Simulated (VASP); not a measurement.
The system is Al.

```
CELL_PARAMETERS angstrom
0.00000 2.02481 2.02481
2.02481 0.00000 2.02481
2.02481 2.02481 0.00000
ATOMIC_POSITIONS crystal
Al 0.00000 0.00000 0.00000
```

Base run:

* Program: VASP 6.6.1
* Functional: PBE
* Potentials or basis: VASP PAW PBE potentials, release 64 (Al)
* Cutoff: 500 eV
* k mesh: 13 × 13 × 13
* Occupations: fermi-dirac, width 0.05 eV
* Spin: no spin polarisation

Its results: pressure -0.6 GPa.

**Question.** The run is repeated on the same cell with these changes: occupations from fermi-dirac, width 0.05 eV to fermi-dirac, width 0.3 eV. What comes out?

**Answer.** Pressure -0.1 GPa.
